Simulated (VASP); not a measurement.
# Zn4H2O5 in VASP: single point with PBE+D3(BJ)

Aim: the single point of Zn4H2O5 with PBE+D3(BJ).

Program: VASP 6.6.1. These are calculated values, not measurements. Logs are shortened: lines on timing, memory, paths and dates and some standing lists are left out, and cuts for length are marked.

## (1) The cell of the first run

The cell holds a slab with vacuum, 33 atoms: a = 6.509 Å, b = 5.256 Å, c = 26.788 Å, α = 90.00°, β = 90.00°, γ = 90.00°.

## (2) Single point, PBE+D3(BJ)

INCAR

```
PREC = Accurate ; ENCUT = 520
EDIFF = 1E-7 ; ISMEAR = 0
SIGMA = 0.05 ; LREAL = Auto
LASPH = True ; NELM = 100
ALGO = Normal ; ISIF = 2
LWAVE = False ; LCHARG = False
LDIPOL = True ; IDIPOL = 3
DIPOL = 0.5 0.5 0.477 ; GGA = PE
IVDW = 12 ; NBANDS = 142
```

KPOINTS

```
Automatic mesh
0
Gamma
  3 3 1
```

POSCAR

```
Zn4H2O5
1.0
    6.5094894540      0.0000000000      0.0000000000
    0.0000000000      5.2564237872      0.0000000000
    0.0000000000      0.0000000000     26.7881105972
Zn O H
12 15 6
Direct
    0.5000000000      0.9983827816      0.2986399497
    0.0000000000      0.9983827816      0.2986399497
    0.7500000000      0.4983827816      0.3337138631
    0.2500000000      0.4983827816      0.3337138631
    0.7500000000      0.9983827816      0.4038616900
    0.2500000000      0.9983827816      0.4038616900
    0.0000000000      0.4983827816      0.4389356034
    0.5000000000      0.4983827816      0.4389356034
    0.0035584199      0.9927974931      0.5085874305
    0.4986174957      0.9924478658      0.5078534831
    0.2517336423      0.5068498651      0.5491964813
    0.7480304218      0.5144820295      0.5484055352
    0.5000000000      0.6195172184      0.2986399497
    0.0000000000      0.6195172184      0.2986399497
    0.7500000000      0.1195172184      0.3337138631
    0.2500000000      0.1195172184      0.3337138631
    0.7500000000      0.6195172184      0.4038616900
    0.2500000000      0.6195172184      0.4038616900
    0.0000000000      0.1195172184      0.4389356034
    0.5000000000      0.1195172184      0.4389356034
   -0.0003031979      0.6155990017      0.5100110928
    0.4982867627      0.6166731755      0.5082830107
    0.2511189636      0.1258914751      0.5451610757
    0.7509493013      0.1296541637      0.5440934300
    0.2886044952      0.7575177445      0.6017123223
    0.7181296072      0.7495830999      0.6039813280
    1.0015168428     -0.2600839665      0.6741998816
    0.1925886612      0.7441198421      0.6306529465
    0.5699688680      0.7498884077      0.6125332661
    0.2608843039     -0.0155689035      0.5758611628
    0.7424921246      0.0058366292      0.5744367446
    0.9911482214     -0.4119637173      0.6945286225
    0.8794510315     -0.2642976760      0.6510308097
```

Potentials or basis: VASP PAW PBE potentials, release 64 (Zn, O, H).

Launch:

```console
$ cat potpaw_PBE.64/Zn/POTCAR potpaw_PBE.64/O/POTCAR potpaw_PBE.64/H/POTCAR > POTCAR
$ mpirun -np 1 vasp_std > vasp.out
```

OUTCAR:

```text
PREC = Accurate
   ENCUT = 520
   EDIFF = 1E-7
   ISMEAR = 0
   LREAL = Auto
   LASPH = True
   NELM = 100
   ISIF = 2
   GGA = PE
   IVDW = 12
 IVDW          = 12

 ion  position               nearest neighbor table
   1  0.500  0.998  0.299-  15 1.98  16 1.98  13 1.99
   2  0.000  0.998  0.299-  15 1.98  16 1.98  14 1.99
   3  0.750  0.498  0.334-  13 1.98  14 1.98  17 1.98  15 1.99
   4  0.250  0.498  0.334-  13 1.98  14 1.98  18 1.98  16 1.99
   5  0.750  0.998  0.404-  19 1.98  20 1.98  15 1.98  17 1.99
   6  0.250  0.998  0.404-  19 1.98  20 1.98  16 1.98  18 1.99
   7  0.000  0.498  0.439-  17 1.98  18 1.98  19 1.99  21 2.00
   8  0.500  0.498  0.439-  22 1.96  18 1.98  17 1.98  20 1.99
   9  0.004  0.993  0.509-  19 1.98  21 1.98  23 2.01  24 2.03
  10  0.499  0.992  0.508-  20 1.96  22 1.98  23 2.02  24 2.04
  11  0.252  0.507  0.549-  25 1.94  23 2.01  22 2.03  21 2.03
  12  0.748  0.514  0.548-  26 1.94  21 2.01  22 2.02  24 2.03
  13  0.500  0.620  0.299-   3 1.98   4 1.98   1 1.99
  14  0.000  0.620  0.299-   3 1.98   4 1.98   2 1.99
  15  0.750  0.120  0.334-   1 1.98   2 1.98   5 1.98   3 1.99
  16  0.250  0.120  0.334-   1 1.98   2 1.98   6 1.98   4 1.99
  17  0.750  0.620  0.404-   7 1.98   8 1.98   3 1.98   5 1.99
  18  0.250  0.620  0.404-   7 1.98   8 1.98   4 1.98   6 1.99
  19  0.000  0.120  0.439-   9 1.98   6 1.98   5 1.98   7 1.99
  20  0.500  0.120  0.439-  10 1.96   6 1.98   5 1.98   8 1.99
  21  1.000  0.616  0.510-   9 1.98   7 2.00  12 2.01  11 2.03
  22  0.498  0.617  0.508-   8 1.96  10 1.98  12 2.02  11 2.03
  23  0.251  0.126  0.545-  30 1.11  11 2.01   9 2.01  10 2.02
  24  0.751  0.130  0.544-  31 1.04  12 2.03   9 2.03  10 2.04
  25  0.289  0.758  0.602-  28 1.00  30 1.39  11 1.94
  26  0.718  0.750  0.604-  29 0.99  12 1.94
  27  0.002  0.740  0.674-  32 0.97  33 1.01
  28  0.193  0.744  0.631-  25 1.00
  29  0.570  0.750  0.613-  26 0.99
  30  0.261  0.984  0.576-  23 1.11  25 1.39
  31  0.742  0.006  0.574-  24 1.04
  32  0.991  0.588  0.695-  27 0.97
  33  0.879  0.736  0.651-  27 1.01

  LATTYP: Found a simple orthorhombic cell.
 ALAT       =     5.2564237872
 B/A-ratio  =     1.2383874888
 C/A-ratio  =     5.0962615804

  Lattice vectors:

 A1 = (   0.0000000000,  -5.2564237872,   0.0000000000)
 A2 = (   6.5094894540,   0.0000000000,   0.0000000000)
 A3 = (   0.0000000000,   0.0000000000,  26.7881105972)

Analysis of symmetry for initial positions (statically):
=====================================================================
 Subroutine PRICEL returns:
 Original cell was already a primitive cell.

 Routine SETGRP: Setting up the symmetry group for a
 simple orthorhombic supercell.

 Subroutine GETGRP returns: Found  1 space group operations
 (whereof  1 operations were pure point group operations)
 out of a pool of  8 trial point group operations.

The static configuration has the point symmetry C_1 .

Analysis of symmetry for dynamics (positions and initial velocities):
=====================================================================
 Subroutine PRICEL returns:
 Original cell was already a primitive cell.

 Routine SETGRP: Setting up the symmetry group for a
 simple orthorhombic supercell.

 Subroutine GETGRP returns: Found  1 space group operations
 (whereof  1 operations were pure point group operations)
 out of a pool of  8 trial point group operations.

The dynamic configuration has the point symmetry C_1 .

 Subroutine INISYM returns: Found  1 space group operations
 (whereof  1 operations are pure point group operations),
 and found     1 'primitive' translations

----------------------------------------------------------------------------------------

                                     Primitive cell

  volume of cell :     916.5990

  direct lattice vectors                    reciprocal lattice vectors
     6.509489454  0.000000000  0.000000000     0.153621879  0.000000000  0.000000000
     0.000000000  5.256423787  0.000000000     0.000000000  0.190243413  0.000000000
     0.000000000  0.000000000 26.788110597     0.000000000  0.000000000  0.037329994

  length of vectors
     6.509489454  5.256423787 26.788110597     0.153621879  0.190243413  0.037329994

  position of ions in fractional coordinates (direct lattice)
     0.500000000  0.998382782  0.298639950
[... 74 lines left out ...]
 Grid dimensions read from file:
 generate k-points for:    3    3    1

 Generating k-lattice:

  Cartesian coordinates                     Fractional coordinates (reciprocal lattice)
     0.051207293  0.000000000  0.000000000     0.333333333  0.000000000  0.000000000
     0.000000000  0.063414471  0.000000000     0.000000000  0.333333333  0.000000000
     0.000000000  0.000000000  0.037329994     0.000000000  0.000000000  1.000000000

  Length of vectors
     0.051207293  0.063414471  0.037329994

  Shift w.r.t. Gamma in fractional coordinates (k-lattice)
     0.000000000  0.000000000  0.000000000

 Subroutine IBZKPT returns following result:
 ===========================================

 Found      5 irreducible k-points:

 Following reciprocal coordinates:
            Coordinates               Weight
  0.000000  0.000000  0.000000      1.000000
  0.333333  0.000000  0.000000      2.000000
  0.000000  0.333333  0.000000      2.000000
  0.333333  0.333333  0.000000      2.000000
 -0.333333  0.333333  0.000000      2.000000
   k-points           NKPTS =      5   k-points in BZ     NKDIM =      5   number of bands    NBANDS=    142
   number of dos      NEDOS =    301   number of ions     NIONS =     33
   total plane-waves  NPLWV = 384000
   dimension x,y,z NGX =    48 NGY =   40 NGZ =  200
   dimension x,y,z NGXF=    96 NGYF=   80 NGZF=  400
   ions per type =              12  15   6
   NGX,Y,Z   is equivalent  to a cutoff of  12.26, 12.65, 12.41 a.u.
   NGXF,Y,Z  is equivalent  to a cutoff of  24.52, 25.30, 24.82 a.u.
 SYSTEM =  unknown system
   PREC   = accura    normal or accurate (medium, high low for compatibility)
   ISTART =      0    job   : 0-new  1-cont  2-samecut
   ICHARG =      2    charge: 1-file 2-atom 10-const
   ISPIN  =      1    spin polarized calculation?
   LNONCOLLINEAR =      F non collinear calculations
   LSORBIT =      F    spin-orbit coupling
   LASPH  =      T    aspherical Exc in radial PAW
   ENCUT  =  520.0 eV  38.22 Ry    6.18 a.u.  12.10  9.77 49.81*2*pi/ulx,y,z
   NELM   =    100;   NELMIN=  2; NELMDL= -5     # of ELM steps
   EDIFF  = 0.1E-06   stopping-criterion for ELM
   LREAL  =      T    real-space projection
   EDIFFG = 0.1E-05   stopping-criterion for IOM
   NSW    =      0    number of steps for IOM
   IBRION =     -1    ionic relax: 0-MD 1-quasi-New 2-CG
   NFREE  =      0    steps in history (QN), initial steepest desc. (CG)
   ISIF   =      2    stress and relaxation
   ISYM   =      2    0-nonsym 1-usesym 2-fastsym
   POTIM  = 0.5000    time-step for ionic-motion
   TEBEG  =    0.0;   TEEND  =   0.0 temperature during run
   PSTRESS=    0.0 pullay stress
   NELECT =     240.0000    total number of electrons
   NUPDOWN=      -1.0000    fix difference up-down
   EMIN   =  10.00;   EMAX   =-10.00  energy-range for DOS
   EFERMI =   0.00;   METHOD = LEGACY
   ISMEAR =     0;   SIGMA  =   0.05  broadening in eV -4-tet -1-fermi 0-gaus
   EFERMI_NEDOS =   21; number of points for ismear=-14 and -15
   IALGO  =     38    algorithm
   IMIX   =      4    mixing-type and parameters
     AMIX     =   0.40;   BMIX     =  1.00
     AMIX_MAG =   1.60;   BMIX_MAG =  1.00
  volume/ion in A,a.u.               =      27.78       187.44
  Fermi-wavevector in a.u.,A,eV,Ry     =   1.047335  1.979175 14.924363  1.096910
  Thomas-Fermi vector in A             =   2.182210
   LORBIT       =      0    0 simple, 1 ext, 2 COOP (PROOUT), +10 PAW based schemes
   GGA     = PE    functional components
   LHFCALC =     F    Hartree Fock is set to
   AEXX    =    0.0000 exact exchange contribution
   IVDW    =    12    specifies the selected vdW correction
   LEPSILON=     F    determine dielectric tensor
   LRPA    =     F    only Hartree local field effects (RPA)
 non-spin polarized calculation
 Gauss-broadening in eV      SIGMA  =   0.05
  energy-cutoff  :      520.00
  volume of cell :      916.60
 maximum number of plane-waves:     24698
   NGX = 25   NGY = 19   NGZ = 99

 dipolmoment           0.000000      0.000000     -0.000226 electrons x Angstroem

 number of electron     239.9999938 magnetization

 dipolmoment           0.000000      0.000000      0.161129 electrons x Angstroem

 Free energy of the ion-electron system (eV)
  ---------------------------------------------------
  ext. energy  EPLUGINS =         0.00000000
  ---------------------------------------------------
  free energy    TOTEN  =      -148.15917856 eV

  energy without entropy =     -148.15917856  energy(sigma->0) =     -148.15917856

 E-fermi :  -2.8163     XC(G=0):  -4.5384

 val. band max:       -3.0760528102   @ k =   0.0000   0.0000   0.0000
 cond. band min:      -2.3776686507   @ k =   0.0000   0.0000   0.0000
 fundamental gap:      0.6983841595
 Fermi energy:        -2.8163009973

 k-point     1 :       0.0000    0.0000    0.0000
  band No.  band energies     occupation
      1     -22.3680      2.00000
      2     -22.1494      2.00000
      3     -21.8770      2.00000
      4     -21.3296      2.00000
      5     -21.0223      2.00000
      6     -20.9946      2.00000
[... 664 lines left out ...]
    131       2.8109      0.00000
    132       3.0394      0.00000
 [bands above 132 left out]

------------------------ aborting loop because EDIFF is reached ----------------------------------------

 vacuum level on the upper side and lower side of the slab       (xc-potential included)         0.332        -0.484

 Edisp (eV)   -4.58300

 E8    (eV) :    -1.7196

  FORCE on cell =-STRESS in cart. coord.  units (eV):
  Direction    XX          YY          ZZ          XY          YZ          ZX
  --------------------------------------------------------------------------------------
  -------------------------------------------------------------------------------------
  Total      -0.52132    -7.38831     0.67052     0.14494     0.94206    -0.04022
  in kB      -0.91125   -12.91446     1.17205     0.25335     1.64668    -0.07029
  external pressure =       -4.22 kB  Pullay stress =        0.00 kB

 VOLUME and BASIS-vectors are now :
 -----------------------------------------------------------------------------
  energy-cutoff  :      520.00
  volume of cell :      916.60
      direct lattice vectors                 reciprocal lattice vectors
     6.509489454  0.000000000  0.000000000     0.153621879  0.000000000  0.000000000
     0.000000000  5.256423787  0.000000000     0.000000000  0.190243413  0.000000000
     0.000000000  0.000000000 26.788110597     0.000000000  0.000000000  0.037329994

 POSITION                                       TOTAL-FORCE (eV/Angst)
 -----------------------------------------------------------------------------------
      3.25474      5.24792      8.00000        -0.000443     -1.366877      1.068795
      0.00000      5.24792      8.00000         0.000256     -1.368496      1.067064
      4.88212      2.61971      8.93956         0.002263      0.722987     -0.744827
      1.62737      2.61971      8.93956        -0.002789      0.723275     -0.743387
      4.88212      5.24792     10.81869        -0.002316     -0.281609      0.153330
      1.62737      5.24792     10.81869         0.004251     -0.281015      0.138173
[... 25 lines left out ...]
      6.45187      3.09097     18.60511         0.021792     -0.093337      0.093394
      5.72478      3.86716     17.43989        -0.053452      0.041755     -0.066098
 -----------------------------------------------------------------------------------
    total drift:                                0.002253      0.033372      0.004990

  FREE ENERGIE OF THE ION-ELECTRON SYSTEM (eV)
  ---------------------------------------------------
  free  energy   TOTEN  =      -152.7421834835 eV

  energy  without entropy=     -152.7421834835  energy(sigma->0) =     -152.74218348

 vacuum level on the upper side and lower side of the slab         2.812         1.982
```

It took 60 min on 1 thread of Oxide Virtual Turin-like, shared host; peak memory 0.96 GiB.

What came out:

* Free energy: -152.7422 eV
* Largest force: 1.735 eV/Å
* Band gap on the k mesh: 0.70 eV
* Dispersion energy per atom: -0.139 eV

Forces on the atoms (eV/Å):
```
Zn   0.000 -1.367  1.069
Zn   0.000 -1.368  1.067
Zn   0.002  0.723 -0.745
Zn  -0.003  0.723 -0.743
Zn  -0.002 -0.282  0.153
Zn   0.004 -0.281  0.138
Zn   0.002  0.180  0.142
Zn  -0.007  0.126 -0.029
Zn   0.001  0.009  0.004
Zn   0.004  0.008  0.009
Zn  -0.005 -0.033 -0.011
Zn   0.010 -0.040 -0.009
O    0.000  0.703  0.044
O   -0.001  0.704  0.039
O    0.000  0.082 -0.875
O    0.001  0.082 -0.877
O    0.038  0.043  0.284
O   -0.049  0.046  0.277
O    0.003 -0.059 -0.009
O    0.009 -0.030 -0.177
O    0.008 -0.018 -0.001
O   -0.005 -0.019  0.012
O   -0.006  0.035  0.005
O    0.000  0.025 -0.003
O    0.058  0.080 -0.030
O    0.079  0.046  0.035
O    0.035  0.053 -0.048
H   -0.064 -0.003  0.098
H   -0.098  0.002  0.030
H    0.016 -0.073  0.062
H    0.002 -0.045  0.061
H    0.022 -0.093  0.093
H   -0.053  0.042 -0.066
```

Caveat: semilocal functionals underestimate gaps, and a narrow one can read as zero.
